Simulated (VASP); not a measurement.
# SiNi (Pmmn) in VASP: single point with r2SCAN

Aim: the single point of SiNi with r2SCAN.

Everything below comes from runs of VASP 6.6.1. Logs are shortened: lines on timing, memory, paths and dates and some standing lists are left out, and cuts for length are marked.

### 1 The cell of the first run

It takes space group Pmmn (No. 59, orthorhombic). The conventional cell has a = 2.986 Å, b = 3.251 Å, c = 4.668 Å, α = 90.00°, β = 90.00°, γ = 90.00°. Within 3.1 Å of Si (site symmetry mm2) lie 6 Ni at 2.33 to 2.37 Å and 6 Si at 2.65 to 2.99 Å. Ni (site symmetry mm2) has 6 Si at 2.33 to 2.37 Å and 6 Ni at 2.65 to 2.99 Å within 3.1 Å.

### 2 Single point, r2SCAN

Contents of POSCAR:

```
SiNi
1.0
    2.9864549417      0.0000000000      0.0000000000
    0.0000000000      3.2505563867      0.0000000000
    0.0000000000      0.0000000000      4.6677123167
Si Ni
2 2
Direct
    0.5000000000      0.5000000000      0.8436515727
    0.0000000000      0.0000000000      0.1563484273
    0.5000000000      0.5000000000      0.3432124967
    0.0000000000      0.0000000000      0.6567875033
```

Contents of INCAR.step1:

```
SYSTEM = SiNi
  ALGO = Normal
  EDIFF = 1E-4
  ENCUT = 520
  GGA = PE
  ISMEAR = 0
  LASPH = .TRUE.
  LCHARG = .FALSE.
  LREAL = .FALSE.
  LWAVE = .TRUE.
  NBANDS = 22
  NELM = 80
  PREC = Accurate
  SIGMA = 0.1
```

Contents of INCAR.step2:

```
SYSTEM = SiNi
  ALGO = Normal
  EDIFF = 1E-6
  ENCUT = 520
  ISIF = 2
  ISMEAR = 0
  ISTART = 1
  LASPH = .TRUE.
  LCHARG = .FALSE.
  LMIXTAU = .TRUE.
  LREAL = .FALSE.
  LWAVE = .FALSE.
  METAGGA = R2SCAN
  NBANDS = 22
  NELM = 80
  PREC = Accurate
  SIGMA = 0.1
```

Contents of KPOINTS:

```
k-points
0
G
  14 12 10
  0 0 0
```

Potentials or basis: VASP PAW PBE potentials, release 64 (Si, Ni).

The run is started by

```bash
$ cat potpaw_PBE.64/Si/POTCAR potpaw_PBE.64/Ni/POTCAR > POTCAR
$ cp INCAR.step1 INCAR
$ mpirun -np 1 vasp_std > vasp.out
$ cp INCAR.step2 INCAR
$ mpirun -np 1 vasp_std > vasp.out
```

OUTCAR:

```text
SYSTEM = SiNi
   EDIFF = 1E-6
   ENCUT = 520
   ISIF = 2
   ISMEAR = 0
   ISTART = 1
   LASPH = .TRUE.
   LREAL = .FALSE.
   METAGGA = R2SCAN
   NELM = 80
   PREC = Accurate

 ion  position               nearest neighbor table
   1  0.500  0.500  0.844-   3 2.33   3 2.34   4 2.37   4 2.37   4 2.37   4 2.37   2 2.65   2 2.65
                             2 2.65   2 2.65
   2  0.000  0.000  0.156-   4 2.33   4 2.34   3 2.37   3 2.37   3 2.37   3 2.37   1 2.65   1 2.65
                             1 2.65   1 2.65
   3  0.500  0.500  0.343-   1 2.33   1 2.34   2 2.37   2 2.37   2 2.37   2 2.37   4 2.65   4 2.65
                             4 2.65   4 2.65
   4  0.000  0.000  0.657-   2 2.33   2 2.34   1 2.37   1 2.37   1 2.37   1 2.37   3 2.65   3 2.65
                             3 2.65   3 2.65

  LATTYP: Found a simple orthorhombic cell.
 ALAT       =     2.9864549417
 B/A-ratio  =     1.0884330921
 C/A-ratio  =     1.5629609044

  Lattice vectors:

 A1 = (   2.9864549417,   0.0000000000,   0.0000000000)
 A2 = (   0.0000000000,   3.2505563867,   0.0000000000)
 A3 = (   0.0000000000,   0.0000000000,   4.6677123167)

Analysis of symmetry for initial positions (statically):
=====================================================================
 Subroutine PRICEL returns:
 Original cell was already a primitive cell.

 Routine SETGRP: Setting up the symmetry group for a
 simple orthorhombic supercell.

 Subroutine GETGRP returns: Found  8 space group operations
 (whereof  4 operations were pure point group operations)
 out of a pool of  8 trial point group operations.

The static configuration has the point symmetry C_2v.
 The point group associated with its full space group is D_2h.

Analysis of symmetry for dynamics (positions and initial velocities):
=====================================================================
 Subroutine PRICEL returns:
 Original cell was already a primitive cell.

 Routine SETGRP: Setting up the symmetry group for a
 simple orthorhombic supercell.

 Subroutine GETGRP returns: Found  8 space group operations
 (whereof  4 operations were pure point group operations)
 out of a pool of  8 trial point group operations.

The dynamic configuration has the point symmetry C_2v.
 The point group associated with its full space group is D_2h.

 Subroutine INISYM returns: Found  8 space group operations
 (whereof  4 operations are pure point group operations),
 and found     1 'primitive' translations

----------------------------------------------------------------------------------------

                                     Primitive cell

  volume of cell :      45.3125

  direct lattice vectors                    reciprocal lattice vectors
     2.986454942  0.000000000  0.000000000     0.334845166  0.000000000  0.000000000
     0.000000000  3.250556387  0.000000000     0.000000000  0.307639641  0.000000000
     0.000000000  0.000000000  4.667712317     0.000000000  0.000000000  0.214237710

  length of vectors
     2.986454942  3.250556387  4.667712317     0.334845166  0.307639641  0.214237710

  position of ions in fractional coordinates (direct lattice)
     0.500000000  0.500000000  0.843651573
     0.000000000  0.000000000  0.156348427
     0.500000000  0.500000000  0.343212497
     0.000000000  0.000000000  0.656787503

  ion indices of the primitive-cell ions
   primitive index   ion index
                 1           1
                 2           2
                 3           3
                 4           4

----------------------------------------------------------------------------------------

 KPOINTS: k-points

Automatic generation of k-mesh.
 Grid dimensions read from file:
 generate k-points for:   14   12   10

 Generating k-lattice:

  Cartesian coordinates                     Fractional coordinates (reciprocal lattice)
     0.023917512  0.000000000  0.000000000     0.071428571  0.000000000  0.000000000
     0.000000000  0.025636637  0.000000000     0.000000000  0.083333333  0.000000000
     0.000000000  0.000000000  0.021423771     0.000000000  0.000000000  0.100000000

  Length of vectors
     0.023917512  0.025636637  0.021423771

  Shift w.r.t. Gamma in fractional coordinates (k-lattice)
     0.000000000  0.000000000  0.000000000

 Subroutine IBZKPT returns following result:
 ===========================================

 Found    336 irreducible k-points:

 Following reciprocal coordinates:
            Coordinates               Weight
  0.000000  0.000000  0.000000      1.000000
  0.071429  0.000000  0.000000      2.000000
  0.142857  0.000000  0.000000      2.000000
  0.214286  0.000000  0.000000      2.000000
  0.285714  0.000000  0.000000      2.000000
  0.357143  0.000000  0.000000      2.000000
[... 16 lines left out ...]
  0.428571  0.166667  0.000000      4.000000
  0.500000  0.166667  0.000000      2.000000
 [... further k-points ...]
   k-points           NKPTS =    336   k-points in BZ     NKDIM =    336   number of bands    NBANDS=     22
   number of dos      NEDOS =    301   number of ions     NIONS =      4
   total plane-waves  NPLWV =  20736
   dimension x,y,z NGX =    24 NGY =   24 NGZ =   36
   dimension x,y,z NGXF=    48 NGYF=   48 NGZF=   72
   ions per type =               2   2
   NGX,Y,Z   is equivalent  to a cutoff of  13.36, 12.27, 12.82 a.u.
   NGXF,Y,Z  is equivalent  to a cutoff of  26.72, 24.55, 25.64 a.u.
 SYSTEM =  SiNi
   PREC   = accura    normal or accurate (medium, high low for compatibility)
   ISTART =      1    job   : 0-new  1-cont  2-samecut
   ICHARG =      0    charge: 1-file 2-atom 10-const
   ISPIN  =      1    spin polarized calculation?
   LNONCOLLINEAR =      F non collinear calculations
   LSORBIT =      F    spin-orbit coupling
   LASPH  =      T    aspherical Exc in radial PAW
   ENCUT  =  520.0 eV  38.22 Ry    6.18 a.u.   5.55  6.04  8.68*2*pi/ulx,y,z
   NELM   =     80;   NELMIN=  2; NELMDL=  0     # of ELM steps
   EDIFF  = 0.1E-05   stopping-criterion for ELM
   LREAL  =      F    real-space projection
   EDIFFG = 0.1E-04   stopping-criterion for IOM
   NSW    =      0    number of steps for IOM
   IBRION =     -1    ionic relax: 0-MD 1-quasi-New 2-CG
   NFREE  =      0    steps in history (QN), initial steepest desc. (CG)
   ISIF   =      2    stress and relaxation
   ISYM   =      2    0-nonsym 1-usesym 2-fastsym
   POTIM  = 0.5000    time-step for ionic-motion
   TEBEG  =    0.0;   TEEND  =   0.0 temperature during run
   PSTRESS=    0.0 pullay stress
   NELECT =      28.0000    total number of electrons
   NUPDOWN=      -1.0000    fix difference up-down
   EMIN   =  10.00;   EMAX   =-10.00  energy-range for DOS
   EFERMI =   0.00;   METHOD = LEGACY
   ISMEAR =     0;   SIGMA  =   0.10  broadening in eV -4-tet -1-fermi 0-gaus
   EFERMI_NEDOS =   21; number of points for ismear=-14 and -15
   IALGO  =     38    algorithm
   IMIX   =      4    mixing-type and parameters
     AMIX     =   0.40;   BMIX     =  1.00
     AMIX_MAG =   1.60;   BMIX_MAG =  1.00
  volume/ion in A,a.u.               =      11.33        76.45
  Fermi-wavevector in a.u.,A,eV,Ry     =   1.394403  2.635039 26.454614  1.944359
  Thomas-Fermi vector in A             =   2.517955
   LORBIT       =      0    0 simple, 1 ext, 2 COOP (PROOUT), +10 PAW based schemes
   METAGGA = R2SCAN    functional components
   LHFCALC =     F    Hartree Fock is set to
   AEXX    =    0.0000 exact exchange contribution
   IVDW    =     0    specifies the selected vdW correction
   LEPSILON=     F    determine dielectric tensor
   LRPA    =     F    only Hartree local field effects (RPA)
 non-spin polarized calculation
 Gauss-broadening in eV      SIGMA  =   0.10
  energy-cutoff  :      520.00
  volume of cell :       45.31
 maximum number of plane-waves:      1240
 NGX is ok and might be reduce to    24
   NGX = 11   NGY = 13   NGZ = 17

 number of electron      27.9999995 magnetization

 Free energy of the ion-electron system (eV)
  ---------------------------------------------------
  ext. energy  EPLUGINS =         0.00000000
  ---------------------------------------------------
  free energy    TOTEN  =       -43.10360645 eV

  energy without entropy =      -43.09806394  energy(sigma->0) =      -43.10083520

 E-fermi :  11.5936     XC(G=0): -13.5585

 val. band max:       11.5790334674   @ k =   0.2143   0.2500   0.1000
 cond. band min:      11.6169750442   @ k =   0.0000   0.0000   0.3000
 fundamental gap:      0.0379415767
 Fermi energy:        11.5935574524

 k-point     1 :       0.0000    0.0000    0.0000
  band No.  band energies     occupation
      1      -3.2436      2.00000
      2       2.9627      2.00000
      3       4.6618      2.00000
      4       7.1140      2.00000
      5       7.7443      2.00000
      6       8.4044      2.00000
[... 14 lines left out ...]
     21      20.1078      0.00000
     22      21.3507      0.00000

 k-point     2 :       0.0714    0.0000    0.0000
  band No.  band energies     occupation
      1      -3.1555      2.00000
      2       3.0290      2.00000
      3       4.7326      2.00000
      4       7.0876      2.00000
      5       7.7775      2.00000
      6       8.3576      2.00000
[... 14 lines left out ...]
     21      20.2063      0.00000
     22      21.4382      0.00000

 k-point     3 :       0.1429    0.0000    0.0000
  band No.  band energies     occupation
      1      -2.8922      2.00000
      2       3.2194      2.00000
      3       4.9407      2.00000
      4       6.8958      2.00000
      5       7.8725      2.00000
      6       8.2279      2.00000
[... 14 lines left out ...]
     21      20.5007      0.00000
     22      21.5988      0.00000

 k-point     4 :       0.2143    0.0000    0.0000
  band No.  band energies     occupation
      1      -2.4562      2.00000
      2       3.4945      2.00000
      3       5.2718      2.00000
      4       6.2621      2.00000
      5       8.0096      2.00000
      6       8.0231      2.00000
[... 14 lines left out ...]
     21      21.5858      0.00000
     22      21.8033      0.00000

 k-point     5 :       0.2857    0.0000    0.0000
  band No.  band energies     occupation
      1      -1.8518      2.00000
      2       3.6709      2.00000
      3       5.3934      2.00000
      4       5.6947      2.00000
      5       7.8370      2.00000
      6       7.9850      2.00000
[... 14 lines left out ...]
     21      21.6559      0.00000
     22      21.8488      0.00000

 k-point     6 :       0.3571    0.0000    0.0000
  band No.  band energies     occupation
      1      -1.0861      2.00000
      2       3.1240      2.00000
      3       5.1987      2.00000
      4       6.1381      2.00000
      5       7.7022      2.00000
      6       7.8139      2.00000
[... 14 lines left out ...]
     21      20.5497      0.00000
     22      22.2466      0.00000

 k-point     7 :       0.4286    0.0000    0.0000
  band No.  band energies     occupation
      1      -0.1695      2.00000
      2       2.0203      2.00000
      3       5.6374      2.00000
      4       6.4038      2.00000
      5       7.5208      2.00000
      6       7.6318      2.00000
[... 324 lines left out ...]
      6       7.7930      2.00000
[... 14 lines left out ...]
     21      18.8317      0.00000
     22      22.5841      0.00000

 k-point    21 :       0.2857    0.1667    0.0000
  band No.  band energies     occupation
      1      -1.4673      2.00000
      2       3.8091      2.00000
      3       5.5911      2.00000
      4       5.9564      2.00000
      5       7.1754      2.00000
      6       7.5525      2.00000
[... 14 lines left out ...]
     21      19.1304      0.00000
     22      23.3146      0.00000

 k-point    22 :       0.3571    0.1667    0.0000
  band No.  band energies     occupation
      1      -0.7122      2.00000
      2       3.3589      2.00000
      3       5.3369      2.00000
      4       6.3668      2.00000
      5       7.2087      2.00000
      6       7.2420      2.00000
[... 14 lines left out ...]
     21      19.6491      0.00000
     22      22.1614      0.00000

 k-point    23 :       0.4286    0.1667    0.0000
  band No.  band energies     occupation
      1       0.1895      2.00000
      2       2.3236      2.00000
      3       5.7161      2.00000
      4       6.6738      2.00000
      5       6.8563      2.00000
      6       7.1385      2.00000
[... 14 lines left out ...]
     21      20.2022      0.00000
     22      21.3081      0.00000

 k-point    24 :       0.5000    0.1667    0.0000
  band No.  band energies     occupation
      1       1.2168      2.00000
      2       1.2168      2.00000
      3       6.2555      2.00000
      4       6.2555      2.00000
      5       6.9898      2.00000
      6       6.9898      2.00000
[... 14 lines left out ...]
     21      20.7683      0.00000
     22      20.7683      0.00000

 [... further k-points ...]

------------------------ aborting loop because EDIFF is reached ----------------------------------------

  FORCE on cell =-STRESS in cart. coord.  units (eV):
  Direction    XX          YY          ZZ          XY          YZ          ZX
  --------------------------------------------------------------------------------------
  -------------------------------------------------------------------------------------
  Total        0.0439468      0.0408099      0.0410396      0.0000000      0.0000000      0.0000000
  in kB        1.5538891      1.4429743      1.4510952      0.0000000      0.0000000      0.0000000
  external PRESSURE =       1.4826529 kB  Pullay stress =       0.0000000 kB

 VOLUME and BASIS-vectors are now :
 -----------------------------------------------------------------------------
  energy-cutoff  :      520.00
  volume of cell :       45.31
      direct lattice vectors                 reciprocal lattice vectors
     2.986454942  0.000000000  0.000000000     0.334845166  0.000000000  0.000000000
     0.000000000  3.250556387  0.000000000     0.000000000  0.307639641  0.000000000
     0.000000000  0.000000000  4.667712317     0.000000000  0.000000000  0.214237710

 POSITION                                       TOTAL-FORCE (eV/Angst)
 -----------------------------------------------------------------------------------
      1.49323      1.62528      3.93792         0.000000      0.000000     -0.005821
      0.00000      0.00000      0.72979         0.000000      0.000000      0.005821
      1.49323      1.62528      1.60202         0.000000      0.000000      0.008675
      0.00000      0.00000      3.06570         0.000000      0.000000     -0.008675
 -----------------------------------------------------------------------------------
    total drift:                                0.000000     -0.000000      0.000000

  FREE ENERGIE OF THE ION-ELECTRON SYSTEM (eV)
  ---------------------------------------------------
  free  energy   TOTEN  =       -43.1036064529 eV

  energy  without entropy=      -43.0980639398  energy(sigma->0) =      -43.10083520
```

Run time: 5.8 min. Hardware: 1 thread of Intel Xeon 6975P-C (Granite Rapids), shared host; peak memory 0.39 GiB.

What came out:

```
Free energy            : -43.1036 eV
Pressure               : 0.1 GPa
Largest force          : 0.009 eV/Å
Band gap on the k mesh : zero (bands 14 and 15 overlap by 2.42 eV)
```

Forces in eV/Å, atoms in the order of the input:
```
Si   0.000  0.000 -0.006
Si   0.000  0.000  0.006
Ni   0.000  0.000  0.009
Ni   0.000  0.000 -0.009
```

Caveat: the PAW data sets were made with another functional, which shifts forces and pressure a little. Spin polarisation is off, so any magnetic state and its effect on volume and gap are missing.

The gap in the log of VASP goes by the Fermi energy; the results here count the filled bands.